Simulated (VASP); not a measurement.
Wanted: the native input for a VASP 6.6.1 run.

* Task: single point
* Functional: BLYP
* Potentials or basis: VASP PAW PBE potentials, release 64 (Mg)
* Cutoff: 520 eV
* k mesh: 6 × 6 × 6
* Occupations: fermi-dirac, width 0.1 eV
* Spin: no spin polarisation
* Dipole correction: no
* Further INCAR settings: ALGO = Normal; EDIFF = 1e-06; NBANDS = 18

The structure of Mg lies in POSCAR:

```
Mg
1.0
    5.7765027365      0.0000000000      0.0000000000
    0.0000000000      5.7765027365      0.0000000000
    0.0000000000      0.0000000000      5.7765027365
Mg
8
Direct
    1.0000000000      0.0000000000      1.0000000000
    0.5000000000      0.5000000000      0.5000000000
    0.2500000000      1.0000000000      0.5000000000
    0.7500000000      1.0000000000      0.5000000000
    0.5000000000      0.2500000000      0.0000000000
    0.5000000000      0.7500000000      0.0000000000
    0.0000000000      0.5000000000      0.2500000000
    0.0000000000      0.5000000000      0.7500000000
```

The input as run:

INCAR

```
SYSTEM = Mg
PREC     = Accurate       ! precision mode
ENCUT    = 520            ! plane-wave cutoff, eV
EDIFF    = 1E-6           ! SCF threshold, eV
ISMEAR   = -1             ! smearing method
SIGMA    = 0.1            ! smearing width, eV
LREAL    = .FALSE.        ! projectors in reciprocal space
LASPH    = .TRUE.         ! aspherical terms in the spheres
NELM     = 100            ! most SCF steps
ALGO     = Normal         ! electronic algorithm
ISIF     = 2              ! what is computed and relaxed
LWAVE    = .FALSE.        ! write WAVECAR
LCHARG   = .FALSE.        ! write CHGCAR
GGA      = B5             ! functional
ALDAX    = 1.0          
AGGAX    = 1.0          
AGGAC    = 1.0          
ALDAC    = 0.0          
NBANDS   = 18             ! bands
```

KPOINTS

```
regular mesh
0
G
  6 6 6
  0 0 0
```

Potentials or basis: VASP PAW PBE potentials, release 64 (Mg).

The run is started by

```bash
$ cat potpaw_PBE.64/Mg/POTCAR > POTCAR
$ mpirun -np 1 vasp_std > vasp.out
```

Results of the run:

The pressure is 0.0 GPa and the band gap on the k mesh is zero (band 8 reaches 4.14 eV, above the bottom of band 9 at 1.80 eV).

Caveat: the PAW data sets were made with another functional, which shifts forces and pressure a little.

Wall time 95 s on 1 thread of Intel Xeon 6975P-C, with other jobs on the host, peak memory 0.34 GiB.
